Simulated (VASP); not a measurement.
Wanted: the native input for a VASP 6.6.1 run.

* Task: relaxation of cell and atoms
* Functional: PBE
* Potentials or basis: VASP PAW PBE potentials, release 64 (Sr_sv, Ti_sv, O)
* Cutoff: 600 eV
* k mesh: 3 × 4 × 2
* Occupations: gaussian, width 0.15 eV
* Spin: collinear spin
* Starting moments: [0.0, 1.0, 1.0, 0.0, 0.0, 0.0, 0.0] μB
* Dipole correction: no
* Further INCAR settings: ALGO = Normal; EDIFF = 1e-07; IBRION = 2; EDIFFG = -0.08; NSW = 36; ISIF = 3

The structure of SrTi2O4 lies in POSCAR:

```
SrTi2O4
1.0
    5.2000000000      0.0000000000      0.0000000000
    0.0000000000      3.0000000000      0.0000000000
    0.0000000000      0.0000000000      5.8000000000
Sr Ti O
1 2 4
Direct
    0.0000000000      0.0000000000      0.5000000000
    0.5000000000      0.5000000000      0.0000000000
    0.0000000000      0.0000000000      0.0000000000
    0.8330000000      0.5000000000      0.1900000000
    0.1670000000      0.5000000000      0.8100000000
    0.6670000000      0.0000000000      0.8100000000
    0.3330000000      0.0000000000      0.1900000000
```

The input as run:

INCAR

```
PREC     = Accurate       # precision mode
ENCUT    = 600            # plane-wave cutoff, eV
EDIFF    = 1E-7           # SCF threshold, eV
ISMEAR   = 0              # smearing method
SIGMA    = 0.15           # smearing width, eV
LREAL    = False          # projectors in reciprocal space
LASPH    = True           # aspherical terms in the spheres
NELM     = 150            # most SCF steps
ALGO     = Normal         # electronic algorithm
ISIF     = 3              # what is computed and relaxed
LWAVE    = False          # write WAVECAR
LCHARG   = False          # write CHGCAR
ISPIN    = 2              # spin polarisation
MAGMOM   = 0 1 1 0 0 0 0  # initial moments
LORBIT   = 11             # projections on sites
LMAXMIX  = 4              # l up to which the mixer works
GGA      = PE             # functional
IBRION   = 2              # ionic algorithm
NSW      = 36             # ionic steps
EDIFFG   = -0.08          # ionic threshold
```

KPOINTS

```
Automatic mesh
0
Gamma
  3 4 2
```

Potentials or basis: VASP PAW PBE potentials, release 64 (Sr_sv, Ti_sv, O).

Run with:

```console
$ cat potpaw_PBE.64/Sr_sv/POTCAR potpaw_PBE.64/Ti_sv/POTCAR potpaw_PBE.64/O/POTCAR > POTCAR
$ mpirun -np 1 vasp_std > vasp.out
```

Results of the run:

| Item | Value |
| --- | --- |
| Relaxed volume | 13.26 Å³/atom |
| Relaxed cell | a = 4.980 Å, b = 3.075 Å, c = 6.063 Å, α = 90.00°, β = 88.78°, γ = 90.00° |
| Space group after relaxing (to 0.1 Å) | P2/m (No. 10) |
| Energy gained by relaxing | 41.3 meV/atom |
| Ionic steps | 6 |
| Pressure after relaxing | 0.4 GPa |
| Largest force after relaxing | 0.077 eV/Å |
| Band gap on the k mesh | zero (filled and empty bands overlap) |
| Net moment | 0.00 μB per cell |
| Valence electrons inside the program's atomic spheres | Sr 8.10; Ti 10.21, 10.32; O 5.03 |

Caveat: the k points lie up to 0.52 Å⁻¹ apart in the final cell, too coarse for converged energies and pressures of a metal; semilocal functionals often make such compounds metallic where correlation or magnetic order opens a gap, which also shifts bond lengths; the relaxation stopped at a loose force limit of 0.08 eV/Å, so its end isn't a converged minimum.

Run time: 9.5 min on 1 thread of Intel(R) Xeon(R) Platinum 8375C CPU @ 2.90GHz (Ice Lake), on a shared host, peak memory 0.3 GiB.
